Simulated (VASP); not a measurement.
# Se (R-3m) in VASP: notebook

Runs on Se. Level: PBE. Tasks: single point.

Program: VASP 6.6.1. These are calculated values, not measurements. Logs are shortened: lines on timing, memory, paths and dates and some standing lists are left out, and cuts for length are marked.

## (1) The cell of the first run

The typed cell holds 2 atoms: a = 3.866 Å, b = 3.866 Å, c = 3.866 Å, α = 59.96°, β = 59.96°, γ = 59.96°.

## (2) Single point, PBE (volume scaled by 0.9)

INCAR reads:

```
SYSTEM = Se
ALGO = Normal
EDIFF = 1E-6
ENCUT = 520
GGA = PE
ISIF = 2
ISMEAR = -1
LASPH = .TRUE.
LCHARG = .TRUE.
LELF = .TRUE.
LREAL = .FALSE.
LVHAR = .TRUE.
LWAVE = .FALSE.
NBANDS = 13
NELM = 60
PREC = Accurate
SIGMA = 0.08
```

KPOINTS reads:

```
k-points
0
G
  13 13 13
  0 0 0
```

POSCAR reads:

```
Se
1.0
    1.9318516884     -1.1153550923      3.1576422076
    0.0000000000      2.2307101846      3.1576422076
   -1.9318516884     -1.1153550923      3.1576422076
Se
2
Direct
    0.2500000000      0.2500000000      0.2500000000
   -0.2500000000     -0.2500000000     -0.2500000000
```

Potentials or basis: VASP PAW PBE potentials, release 64 (Se).

Run with:

```sh
> cat potpaw_PBE.64/Se/POTCAR > POTCAR
> mpirun -np 1 vasp_std > vasp.out
```

OUTCAR:

```text
SYSTEM = Se
   EDIFF = 1E-6
   ENCUT = 520
   GGA = PE
   ISIF = 2
   ISMEAR = -1
   LASPH = .TRUE.
   LREAL = .FALSE.
   NELM = 60
   PREC = Accurate

 ion  position               nearest neighbor table
   1  0.250  0.250  0.250-   2 2.73   2 2.73   2 2.73   2 2.73   2 2.73   2 2.73
   2  0.750  0.750  0.750-   1 2.73   1 2.73   1 2.73   1 2.73   1 2.73   1 2.73

  LATTYP: Found a trigonal (rhomboedric) cell.
 ALAT       =     3.8661055649
 COS(alpha) =     0.5006211527

  Lattice vectors:

 A1 = (   1.9318516884,  -1.1153550923,   3.1576422076)
 A2 = (   0.0000000000,   2.2307101846,   3.1576422076)
 A3 = (  -1.9318516884,  -1.1153550923,   3.1576422076)

Analysis of symmetry for initial positions (statically):
=====================================================================
 Subroutine PRICEL returns following result:

  LATTYP: Found a trigonal (rhomboedric) cell.
 ALAT       =     2.7329002919
 COS(alpha) =     0.0006215387

  Lattice vectors:

 A1 = (   1.9318516884,   1.1153550923,   1.5788211038)
 A2 = (  -1.9318516884,   1.1153550923,   1.5788211038)
 A3 = (   0.0000000000,  -2.2307101846,   1.5788211038)

   2 primitive cells build up your supercell.

 Routine SETGRP: Setting up the symmetry group for a
 trigonal (rhombohedral) supercell.

 Subroutine GETGRP returns: Found 12 space group operations
 (whereof 12 operations were pure point group operations)
 out of a pool of 12 trial point group operations.

The static configuration has the point symmetry D_3d.

Analysis of symmetry for dynamics (positions and initial velocities):
=====================================================================
 Subroutine PRICEL returns following result:

  LATTYP: Found a trigonal (rhomboedric) cell.
 ALAT       =     2.7329002919
 COS(alpha) =     0.0006215387

  Lattice vectors:

 A1 = (   1.9318516884,   1.1153550923,   1.5788211038)
 A2 = (  -1.9318516884,   1.1153550923,   1.5788211038)
 A3 = (   0.0000000000,  -2.2307101846,   1.5788211038)

   2 primitive cells build up your supercell.

 Routine SETGRP: Setting up the symmetry group for a
 trigonal (rhombohedral) supercell.

 Subroutine GETGRP returns: Found 12 space group operations
 (whereof 12 operations were pure point group operations)
 out of a pool of 12 trial point group operations.

The dynamic configuration has the point symmetry D_3d.

 Subroutine INISYM returns: Found 12 space group operations
 (whereof 12 operations are pure point group operations),
 and found     2 'primitive' translations

----------------------------------------------------------------------------------------

                                     Primitive cell

  volume of cell :      20.4113

  direct lattice vectors                    reciprocal lattice vectors
     1.931851688  1.115355092  1.578821104     0.258819040  0.149429243  0.211127995
    -1.931851688  1.115355092  1.578821104    -0.258819040  0.149429243  0.211127995
     0.000000000 -2.230710185  1.578821104    -0.000000000 -0.298858485  0.211127995

  length of vectors
     2.732900292  2.732900292  2.732900292     0.365911771  0.365911771  0.365911771

  position of ions in fractional coordinates (direct lattice)
     0.500000000  0.500000000  0.500000000

  ion indices of the primitive-cell ions
   primitive index   ion index
                 1           1

----------------------------------------------------------------------------------------

 KPOINTS: k-points

Automatic generation of k-mesh.
 Grid dimensions read from file:
 generate k-points for:   13   13   13

 Generating k-lattice:

  Cartesian coordinates                     Fractional coordinates (reciprocal lattice)
     0.019909157 -0.011494557  0.008120307     0.076923077 -0.000000000  0.000000000
     0.000000000  0.022989114  0.008120307    -0.000000000  0.076923077 -0.000000000
    -0.019909157 -0.011494557  0.008120307     0.000000000 -0.000000000  0.076923077

  Length of vectors
     0.024381115  0.024381115  0.024381115

  Shift w.r.t. Gamma in fractional coordinates (k-lattice)
     0.000000000  0.000000000  0.000000000

 Subroutine IBZKPT returns following result:
 ===========================================

 Found    231 irreducible k-points:

 Following reciprocal coordinates:
            Coordinates               Weight
  0.000000  0.000000  0.000000      1.000000
  0.076923  0.000000  0.000000      6.000000
  0.153846  0.000000  0.000000      6.000000
  0.230769  0.000000  0.000000      6.000000
  0.307692  0.000000  0.000000      6.000000
  0.384615  0.000000  0.000000      6.000000
[... 16 lines left out ...]
  0.384615  0.153846  0.000000     12.000000
  0.461538  0.153846  0.000000     12.000000
 [... further k-points ...]
   k-points           NKPTS =    231   k-points in BZ     NKDIM =    231   number of bands    NBANDS=     13
   number of dos      NEDOS =    301   number of ions     NIONS =      2
   total plane-waves  NPLWV =  27000
   dimension x,y,z NGX =    30 NGY =   30 NGZ =   30
   dimension x,y,z NGXF=    60 NGYF=   60 NGZF=   60
   ions per type =               2
   NGX,Y,Z   is equivalent  to a cutoff of  12.90, 12.90, 12.90 a.u.
   NGXF,Y,Z  is equivalent  to a cutoff of  25.80, 25.80, 25.80 a.u.
 SYSTEM =  Se
   PREC   = accura    normal or accurate (medium, high low for compatibility)
   ISTART =      0    job   : 0-new  1-cont  2-samecut
   ICHARG =      2    charge: 1-file 2-atom 10-const
   ISPIN  =      1    spin polarized calculation?
   LNONCOLLINEAR =      F non collinear calculations
   LSORBIT =      F    spin-orbit coupling
   LASPH  =      T    aspherical Exc in radial PAW
   ENCUT  =  520.0 eV  38.22 Ry    6.18 a.u.   7.19  7.19  7.19*2*pi/ulx,y,z
   NELM   =     60;   NELMIN=  2; NELMDL= -5     # of ELM steps
   EDIFF  = 0.1E-05   stopping-criterion for ELM
   LREAL  =      F    real-space projection
   EDIFFG = 0.1E-04   stopping-criterion for IOM
   NSW    =      0    number of steps for IOM
   IBRION =     -1    ionic relax: 0-MD 1-quasi-New 2-CG
   NFREE  =      0    steps in history (QN), initial steepest desc. (CG)
   ISIF   =      2    stress and relaxation
   ISYM   =      2    0-nonsym 1-usesym 2-fastsym
   POTIM  = 0.5000    time-step for ionic-motion
   TEBEG  =    0.0;   TEEND  =   0.0 temperature during run
   PSTRESS=    0.0 pullay stress
   NELECT =      12.0000    total number of electrons
   NUPDOWN=      -1.0000    fix difference up-down
   EMIN   =  10.00;   EMAX   =-10.00  energy-range for DOS
   EFERMI =   0.00;   METHOD = LEGACY
   ISMEAR =    -1;   SIGMA  =   0.08  broadening in eV -4-tet -1-fermi 0-gaus
   EFERMI_NEDOS =   21; number of points for ismear=-14 and -15
   IALGO  =     38    algorithm
   IMIX   =      4    mixing-type and parameters
     AMIX     =   0.40;   BMIX     =  1.00
     AMIX_MAG =   1.60;   BMIX_MAG =  1.00
  volume/ion in A,a.u.               =      20.41       137.74
  Fermi-wavevector in a.u.,A,eV,Ry     =   1.088516  2.056997 16.121100  1.184867
  Thomas-Fermi vector in A             =   2.224699
   LORBIT       =      0    0 simple, 1 ext, 2 COOP (PROOUT), +10 PAW based schemes
   GGA     = PE    functional components
   LHFCALC =     F    Hartree Fock is set to
   AEXX    =    0.0000 exact exchange contribution
   IVDW    =     0    specifies the selected vdW correction
   LEPSILON=     F    determine dielectric tensor
   LRPA    =     F    only Hartree local field effects (RPA)
 non-spin polarized calculation
  energy-cutoff  :      520.00
  volume of cell :       40.82
 maximum number of plane-waves:      1113
 NGX is ok and might be reduce to    30
   NGX = 15   NGY = 15   NGZ = 15

 number of electron      12.0000001 magnetization

 Free energy of the ion-electron system (eV)
  ---------------------------------------------------
  ext. energy  EPLUGINS =         0.00000000
  ---------------------------------------------------
  free energy    TOTEN  =        -6.54785187 eV

  energy without entropy =       -6.53125876  energy(sigma->0) =       -6.53955532

 E-fermi :   5.9974     XC(G=0): -10.3810

 val. band max:        5.9404604775   @ k =   0.4615   0.3846   0.3846
 cond. band min:       6.0423325555   @ k =  -0.0769   0.2308   0.0769
 fundamental gap:      0.1018720781
 Fermi energy:         5.9974438651

 k-point     1 :       0.0000    0.0000    0.0000
  band No.  band energies     occupation
      1     -11.0164      2.00000
      2      -3.5007      2.00000
      3       2.2353      2.00000
      4       2.2465      2.00000
      5       2.2465      2.00000
      6       7.5333      0.00000
      7       7.5333      0.00000
      8       7.5386      0.00000
      9      11.4302      0.00000
     10      11.4445      0.00000
     11      11.4445      0.00000
     12      13.5568      0.00000
     13      13.5568      0.00000

 k-point     2 :       0.0769    0.0000    0.0000
  band No.  band energies     occupation
      1     -10.9446      2.00000
      2      -3.7051      2.00000
      3       2.2533      2.00000
      4       2.2631      2.00000
      5       2.3322      2.00000
      6       7.2569      0.00000
      7       7.2608      0.00000
      8       7.3071      0.00000
      9      11.4116      0.00000
     10      11.5848      0.00000
     11      11.5976      0.00000
     12      13.9751      0.00000
     13      13.9757      0.00000

 k-point     3 :       0.1538    0.0000    0.0000
  band No.  band energies     occupation
      1     -10.7302      2.00000
      2      -4.2581      2.00000
      3       2.3096      2.00000
      4       2.3187      2.00000
      5       2.5470      2.00000
      6       6.5978      0.00110
      7       6.6004      0.00107
      8       6.7466      0.00017
      9      11.4657      0.00000
     10      12.0373      0.00000
     11      12.0508      0.00000
     12      15.0577      0.00000
     13      15.0595      0.00000
[... 305 lines left out ...]
 k-point    23 :       0.3846    0.1538    0.0000
  band No.  band energies     occupation
      1      -9.4942      2.00000
      2      -6.2219      2.00000
      3       1.5112      2.00000
      4       1.6756      2.00000
      5       1.8259      2.00000
      6       5.8138      1.81701
      7       6.5235      0.00278
      8       6.7517      0.00016
      9      10.9622      0.00000
     10      15.4533      0.00000
     11      15.9258      0.00000
     12      16.8936      0.00000
     13      17.2857      0.00000

 k-point    24 :       0.4615    0.1538    0.0000
  band No.  band energies     occupation
      1      -8.8745      2.00000
      2      -7.0480      2.00000
      3       1.2389      2.00000
      4       1.7042      2.00000
      5       1.9134      2.00000
      6       5.8491      1.72934
      7       6.1713      0.20448
      8       6.3423      0.02650
      9      11.9430      0.00000
     10      16.2055      0.00000
     11      16.6250      0.00000
     12      17.3482      0.00000
     13      17.9179      0.00000

 [... further k-points ...]
[... 5 lines left out ...]
  --------------------------------------------------------------------------------------
  -------------------------------------------------------------------------------------
  Total        2.4029009      2.4029009      2.4008558     -0.0000000     -0.0000000      0.0000000
  in kB       94.3073058     94.3073058     94.2270392     -0.0000000     -0.0000000      0.0000000
  external PRESSURE =      94.2805503 kB  Pullay stress =       0.0000000 kB

 VOLUME and BASIS-vectors are now :
 -----------------------------------------------------------------------------
  energy-cutoff  :      520.00
  volume of cell :       40.82
      direct lattice vectors                 reciprocal lattice vectors
     1.931851688 -1.115355092  3.157642208     0.258819040 -0.149429243  0.105563997
     0.000000000  2.230710185  3.157642208     0.000000000  0.298858485  0.105563997
    -1.931851688 -1.115355092  3.157642208    -0.258819040 -0.149429243  0.105563997

 POSITION                                       TOTAL-FORCE (eV/Angst)
 -----------------------------------------------------------------------------------
      0.00000      0.00000      2.36823        -0.000000      0.000000     -0.000000
      0.00000      0.00000      7.10469         0.000000     -0.000000      0.000000
 -----------------------------------------------------------------------------------
    total drift:                                0.000000     -0.000000      0.000000

  FREE ENERGIE OF THE ION-ELECTRON SYSTEM (eV)
  ---------------------------------------------------
  free  energy   TOTEN  =        -6.5478518701 eV

  energy  without entropy=       -6.5312587609  energy(sigma->0) =       -6.53955532
```

Wall time 46 s (1 thread of Intel Xeon 6975P-C (Granite Rapids), shared host); peak memory 0.24 GiB.

What came out:

| Quantity | Value |
| --- | --- |
| Free energy | -6.5479 eV |
| Pressure | 9.4 GPa |
| Band gap on the k mesh | zero (band 6 reaches 8.61 eV, above the bottom of band 7 at 3.76 eV) |

Caveat: the cell differs from its parent crystal (volume scaled by 0.9).

## (3) Single point, PBE

This run uses another cell than the first one, of 22.68 Å³/atom, 1.111 times its volume.

INCAR reads:

```
SYSTEM = Se
PREC     = Accurate       ! precision mode
ENCUT    = 520            ! plane-wave cutoff, eV
EDIFF    = 1E-6           ! SCF threshold, eV
ISMEAR   = -1             ! smearing method
SIGMA    = 0.08           ! smearing width, eV
LREAL    = .False.        ! projectors in reciprocal space
LASPH    = .True.         ! aspherical terms in the spheres
NELM     = 60             ! most SCF steps
ALGO     = Normal         ! electronic algorithm
ISIF     = 2              ! what is computed and relaxed
LWAVE    = .False.        ! write WAVECAR
LCHARG   = .False.        ! write CHGCAR
GGA      = PE             ! functional
NBANDS   = 13             ! bands
```

KPOINTS reads:

```
regular mesh
0
Gamma
  13 13 13
  0 0 0
```

POSCAR reads:

```
Se
1.0
    2.0009041209     -1.1552225328      3.2705095032
    0.0000000000      2.3104450657      3.2705095032
   -2.0009041209     -1.1552225328      3.2705095032
Se
2
Direct
    0.2499989885      0.2499989885      0.2499989885
   -0.2499989885     -0.2499989885     -0.2499989885
```

Potentials or basis: VASP PAW PBE potentials, release 64 (Se).

Run with:

```sh
> cat potpaw_PBE.64/Se/POTCAR > POTCAR
> mpirun -np 1 vasp_std > vasp.out
```

Wall time 46 s (1 thread of Intel Xeon 6975P-C (Granite Rapids), shared host); peak memory 0.24 GiB.

Results (log left out):

```yaml
Free_energy: -6.6693 eV
Pressure: 0.0 GPa
Band_gap_on_the_k_mesh: zero (band 6 reaches 7.41 eV, above the bottom of band 7 at 2.76 eV)
```

Levels at points of the mesh, in eV from the Fermi level:
```
           k point  band 4  band 5  band 6  band 7  band 8  band 9
(0.00, 0.00, 0.00)   -3.30   -3.30    1.39    1.39    1.39    5.87
```

## (4) Single point, PBE

This run uses another cell than the first one, of 22.68 Å³/atom, 1.111 times its volume.

INCAR reads:

```
PREC = Accurate
ENCUT = 520
EDIFF = 1E-6
ISMEAR = -1
SIGMA = 0.08
LREAL = False
LASPH = True
NELM = 80
ALGO = Normal
ISIF = 2
LWAVE = False
LCHARG = False
GGA = PE
NBANDS = 13
```

KPOINTS reads:

```
Automatic mesh
0
Gamma
  13 13 13
```

POSCAR reads:

```
Se
1.0
    2.0009041209     -1.1552225328      3.2705095032
    0.0000000000      2.3104450656      3.2705095032
   -2.0009041209     -1.1552225328      3.2705095032
Se
2
Direct
    0.2499989885      0.2499989885      0.2499989885
   -0.2499989885     -0.2499989885     -0.2499989885
```

Run with:

```sh
> cat potpaw_PBE.64/Se/POTCAR > POTCAR
> mpirun -np 1 vasp_std > vasp.out
```

It took 50 s on 1 thread of Intel Xeon 6975P-C (Granite Rapids), shared host; peak memory 0.24 GiB.

It converged, with:

```
Free energy            : -6.6693 eV
Pressure               : 0.0 GPa
Band gap on the k mesh : zero (band 6 reaches 7.41 eV, above the bottom of band 7 at 2.76 eV)
```

Levels at points of the mesh, in eV from the Fermi level:
```
           k point  band 2  band 3  band 4  band 5  band 6  band 7  band 8  band 9  band 10  band 11
(0.00, 0.00, 0.00)   -9.85   -3.31   -3.30   -3.30    1.39    1.39    1.39    5.87     5.88     5.88
```
